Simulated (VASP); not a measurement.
Set up this calculation in VASP 6.6.1, as the native input.

| Quantity | Value |
| --- | --- |
| Task | single point |
| Functional | LDA |
| Potentials or basis | VASP PAW LDA potentials, release 64 (Zr_sv, Zn) |
| Cutoff | 520 eV |
| k mesh | 6 × 6 × 6 |
| Occupations | methfessel-paxton, width 0.01 eV |
| Spin | no spin polarisation |
| Dipole correction | no |
| Further INCAR settings | ALGO = Normal; EDIFF = 1e-06; NBANDS = 19 |

The structure of ZrZn lies in POSCAR:

```
ZrZn
1.0
    3.3360000000      0.0000000000      0.0000000000
    0.0000000000      3.3360000000      0.0000000000
    0.0000000000      0.0000000000      3.3360000000
Zr Zn
1 1
Direct
    0.5000000000      0.5000000000      0.5000000000
    0.0000000000      0.0000000000      0.0000000000
```

The input as run:

INCAR

```
SYSTEM = ZrZn
PREC = Accurate ; ENCUT = 520
EDIFF = 1E-6 ; ISMEAR = 1
SIGMA = 0.01 ; LREAL = .FALSE.
LASPH = .TRUE. ; NELM = 80
ALGO = Normal ; ISIF = 2
LWAVE = .FALSE. ; LCHARG = .FALSE.
NBANDS = 19
```

KPOINTS

```
regular mesh
0
G
  6 6 6
  0 0 0
```

Potentials or basis: VASP PAW LDA potentials, release 64 (Zr_sv, Zn).

The run is started by

```console
$ cat potpaw_LDA.64/Zr_sv/POTCAR potpaw_LDA.64/Zn/POTCAR > POTCAR
$ mpirun -np 1 vasp_std > vasp.out
```

Results of the run:

```
Pressure               : -7.4 GPa
Band gap on the k mesh : zero (bands 12 and 13 overlap by 0.21 eV)
```

Caveat: the cell stands under tension.

It took 6.3 s on 1 thread of Intel(R) Xeon(R) 6975P-C (Granite Rapids) (shared host), peak memory 0.14 GiB.
